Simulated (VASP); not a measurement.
# Ti (I4/mmm) in VASP: a series of runs, part 2 of 2

VASP 6.6.1. Earlier steps stand in the parts before.

## (4) Single point, PBEsol (strain -0.050 along x and y, +0.000 along z)

The input, INCAR:

```
SYSTEM = Ti
PREC     = Accurate       ! precision mode
ENCUT    = 520            ! plane-wave cutoff, eV
EDIFF    = 1E-7           ! SCF threshold, eV
ISMEAR   = 0              ! smearing method
SIGMA    = 0.15           ! smearing width, eV
LREAL    = .False.        ! projectors in reciprocal space
LASPH    = .True.         ! aspherical terms in the spheres
NELM     = 80             ! most SCF steps
ALGO     = Normal         ! electronic algorithm
ISIF     = 2              ! what is computed and relaxed
LWAVE    = .False.        ! write WAVECAR
LCHARG   = .False.        ! write CHGCAR
GGA      = PS             ! functional
NBANDS   = 12             ! bands
```

The input, KPOINTS:

```
regular mesh
0
Gamma
  20 20 20
  0 0 0
```

The input, POSCAR:

```
Ti
1.0
    0.0000000000      1.9285000000      2.0300000000
    1.9285000000      0.0000000000      2.0300000000
    1.9285000000      1.9285000000      0.0000000000
Ti
1
Direct
    0.0000000000      0.0000000000      0.0000000000
```

Run with:

```console
$ cat potpaw_PBE.64/Ti_sv/POTCAR > POTCAR
$ mpirun -np 1 vasp_std > vasp.out
```

Run time: 1.8 min. Hardware: 1 thread of Intel Xeon Platinum 8375C at 2.90GHz (Ice Lake), shared host; peak memory 0.22 GiB.

The run converged. Its results:

- Free energy: -8.2306 eV
- Pressure: 13.0 GPa
- Band gap on the k mesh: zero (band 6 reaches 10.42 eV, above the bottom of band 7 at 9.05 eV)

Stress tensor (GPa, compression positive):
```
13.55  0.00  0.00
 0.00 13.55  0.00
 0.00  0.00 11.91
```

Levels at points of the mesh, in eV from the Fermi level:
| k point | band 4 | band 5 | band 6 | band 7 | band 8 | band 9 |
| --- | --- | --- | --- | --- | --- | --- |
| (0.00, 0.00, 0.00) | -32.00 | -6.39 | 0.64 | 1.13 | 1.13 | 2.61 |
| (0.50, 0.00, 0.00) | -32.09 | -2.93 | 0.54 | 1.06 | 1.08 | 4.14 |
| (0.50, 0.50, 0.00) | -32.31 | -3.11 | -2.05 | 2.90 | 4.26 | 4.58 |
| (0.50, 0.00, 0.50) | -32.35 | -3.11 | -2.16 | 3.94 | 4.19 | 4.40 |

Caveat: the cell differs from its parent crystal (strain -0.050 along x and y, +0.000 along z); the PAW data sets were made with another functional, which shifts forces and pressure a little.

## (5) Single point, PBEsol (strain -0.025 along x and y, -0.050 along z)

The input, INCAR:

```
SYSTEM = Ti
PREC = Accurate ; ENCUT = 520
EDIFF = 1E-6 ; ISMEAR = 0
SIGMA = 0.15 ; LREAL = .False.
LASPH = .True. ; NELM = 80
ALGO = Normal ; ISIF = 2
LWAVE = .False. ; LCHARG = .True.
GGA = PS ; LELF = .True.
LVHAR = .True. ; NBANDS = 12
```

The input, KPOINTS:

```
Automatic mesh
0
Gamma
  20 20 20
  0 0 0
```

The input, POSCAR:

```
Ti
1.0
    0.0000000000      1.9792500000      1.9285000000
    1.9792500000      0.0000000000      1.9285000000
    1.9792500000      1.9792500000      0.0000000000
Ti
1
Direct
    0.0000000000      0.0000000000      0.0000000000
```

Potentials or basis: VASP PAW PBE potentials, release 64 (Ti_sv).

Run with:

```console
$ cat potpaw_PBE.64/Ti_sv/POTCAR > POTCAR
$ mpirun -np 1 vasp_std > vasp.out
```

OUTCAR:

```text
SYSTEM = Ti
   PREC = Accurate
   ENCUT = 520
   EDIFF = 1E-6
   ISMEAR = 0
   LREAL = .False.
   LASPH = .True.
   NELM = 80
   ISIF = 2
   GGA = PS

 ion  position               nearest neighbor table
   1  0.000  0.000  0.000-

  LATTYP: Found a body centered tetragonal cell.
 ALAT       =     2.7990821933
 C/A-ratio  =     1.3779516762

  Lattice vectors:

 A1 = (   0.0000000000,  -1.9792500000,  -1.9285000000)
 A2 = (   0.0000000000,   1.9792500000,  -1.9285000000)
[... 541 lines left out ...]

 [... further k-points ...]

------------------------ aborting loop because EDIFF is reached ----------------------------------------

  FORCE on cell =-STRESS in cart. coord.  units (eV):
  Direction    XX          YY          ZZ          XY          YZ          ZX
  --------------------------------------------------------------------------------------
  -------------------------------------------------------------------------------------
  Total        1.1926535      1.1926535      1.2798469      0.0000000      0.0000000      0.0000000
  in kB      126.4660425    126.4660425    135.7118171      0.0000000      0.0000000      0.0000000
  external PRESSURE =     129.5479674 kB  Pullay stress =       0.0000000 kB

 VOLUME and BASIS-vectors are now :
 -----------------------------------------------------------------------------
  energy-cutoff  :      520.00
  volume of cell :       15.11
      direct lattice vectors                 reciprocal lattice vectors
     0.000000000  1.979250000  1.928500000    -0.252620942  0.252620942  0.259268862
     1.979250000  0.000000000  1.928500000     0.252620942 -0.252620942  0.259268862
     1.979250000  1.979250000  0.000000000     0.252620942  0.252620942 -0.259268862

 POSITION                                       TOTAL-FORCE (eV/Angst)
 -----------------------------------------------------------------------------------
      0.00000      0.00000      0.00000         0.000000      0.000000      0.000000
 -----------------------------------------------------------------------------------
    total drift:                               -0.000000      0.000000      0.000000

  FREE ENERGIE OF THE ION-ELECTRON SYSTEM (eV)
  ---------------------------------------------------
  free  energy   TOTEN  =        -8.2334809352 eV

  energy  without entropy=       -8.2171720699  energy(sigma->0) =       -8.22532650
```

Run time: 1.7 min. Hardware: 1 thread of Intel Xeon Platinum 8375C at 2.90GHz (Ice Lake), shared host; peak memory 0.23 GiB.

What came out:

```yaml
Free_energy: -8.2335 eV
Pressure: 13.0 GPa
Band_gap_on_the_k_mesh: zero (band 6 reaches 10.58 eV, above the bottom of band 7 at 9.18 eV)
```

Caveat: the cell differs from its parent crystal (strain -0.025 along x and y, -0.050 along z); the PAW data sets were made with another functional, which shifts forces and pressure a little.

## (6) Single point, PBEsol (strain -0.050 along x and y, +0.025 along z)

The input, INCAR:

```
  PREC = Accurate
  ENCUT = 520
  EDIFF = 1E-7
  ISMEAR = 0
  SIGMA = 0.15
  LREAL = False
  LASPH = True
  NELM = 80
  ALGO = Normal
  ISIF = 2
  LWAVE = False
  LCHARG = False
  GGA = PS
  NBANDS = 12
```

The input, KPOINTS:

```
regular mesh
0
Gamma
  20 20 20
```

The input, POSCAR:

```
Ti
1.0
    0.0000000000      1.9285000000      2.0807500000
    1.9285000000      0.0000000000      2.0807500000
    1.9285000000      1.9285000000      0.0000000000
Ti
1
Direct
    0.0000000000      0.0000000000      0.0000000000
```

Potentials or basis: VASP PAW PBE potentials, release 64 (Ti_sv).

Run with:

```console
$ cat potpaw_PBE.64/Ti_sv/POTCAR > POTCAR
$ mpirun -np 1 vasp_std > vasp.out
```

Wall time 86 s (1 thread of Intel Xeon Platinum 8375C at 2.90GHz (Ice Lake), shared host); peak memory 0.23 GiB.

Results (log left out):

```
Free energy            : -8.2539 eV
Pressure               : 9.3 GPa
Band gap on the k mesh : zero (band 6 reaches 10.13 eV, above the bottom of band 7 at 8.67 eV)
```

Stress tensor (GPa, compression positive):
```
9.99 0.00 0.00
0.00 9.99 0.00
0.00 0.00 7.80
```

Levels at points of the mesh, in eV from the Fermi level:
```tsv
k point	band 4	band 5	band 6	band 7	band 8	band 9
(0.00, 0.00, 0.00)	-32.06	-6.33	0.51	1.23	1.23	2.39
(0.50, 0.00, 0.00)	-32.13	-2.85	0.45	1.02	1.19	3.99
(0.50, 0.50, 0.00)	-32.32	-3.00	-1.92	2.48	4.17	4.44
(0.50, 0.00, 0.50)	-32.37	-3.00	-2.06	3.97	4.05	4.18
```

Caveat: the cell differs from its parent crystal (strain -0.050 along x and y, +0.025 along z); the PAW data sets were made with another functional, which shifts forces and pressure a little.

## (7) Overview

| cell | gap on the mesh (eV) | pressure (GPa) |
| --- | --- | --- |
| a = 2.979, b = 2.979, c = 3.014 Å, angles 59.6, 59.6, 60.8°, 1 atom | none | -11.5 |
| a = 2.763, b = 2.763, c = 2.727 Å, angles 60.4, 60.4, 59.1°, 1 atom | none | 17.1 |
| a = 2.800, b = 2.800, c = 2.727 Å, angles 60.9, 60.9, 58.3°, 1 atom | none | 13.0 |
| a = 2.763, b = 2.763, c = 2.799 Å, angles 59.6, 59.6, 60.9°, 1 atom | none | 13.0 |
| a = 2.837, b = 2.837, c = 2.727 Å, angles 61.3, 61.3, 57.5°, 1 atom | none | 9.3 |

Alike in all rows: task single point; level PBEsol; potentials or basis VASP PAW PBE potentials, release 64 (Ti_sv); no spin polarisation; k mesh 20 × 20 × 20; cutoff (eV) 520; smearing gaussian 0.15 eV.

Caveats: the PAW data sets were made with another functional, which shifts forces and pressure a little.

Total energies depend on the potentials used, so only differences within one code and one set of settings carry meaning.
